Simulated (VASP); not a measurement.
A run of VASP 6.6.1 is set up as follows.

Contents of INCAR:

```
SYSTEM = Sb
PREC = Accurate
ENCUT = 520
EDIFF = 1E-8
ISMEAR = -1
SIGMA = 0.05
LREAL = .False.
LASPH = .True.
NELM = 60
ALGO = Normal
ISIF = 2
LWAVE = .False.
LCHARG = .False.
GGA = PS
LEFG = .True.
NBANDS = 12
```

KPOINTS

```
regular mesh
0
Gamma
  9 9 9
  0 0 0
```

POSCAR

```
Sb
1.0
    2.1858623424      1.2620082118      3.8053879599
   -2.1858623424      1.2620082118      3.8053879599
    0.0000000000     -2.5240164235      3.8053879599
Sb
2
Direct
    0.2336400000      0.2336400000      0.2336400000
    0.7663600000      0.7663600000      0.7663600000
```

Potentials or basis: VASP PAW PBE potentials, release 64 (Sb).

Run with:

```bash
$ cat potpaw_PBE.64/Sb/POTCAR > POTCAR
$ mpirun -np 1 vasp_std > vasp.out
```

Task: What does it give for the pressure?

Result: -2.1 GPa.

Task: Estimate the largest force.

Result: 0.047 eV/Å.

Electric field gradients, principal values (V/Å²):
```csv
atom,least,middle,greatest (by size)
1 Sb,21.239,21.239,-42.478
2 Sb,21.239,21.239,-42.478
```

Caveat: without QUAD_EFG the Cq values of the log hold for a quadrupole moment of 1 mb, not for the nuclei; the PAW data sets were made with another functional, which shifts forces and pressure a little.
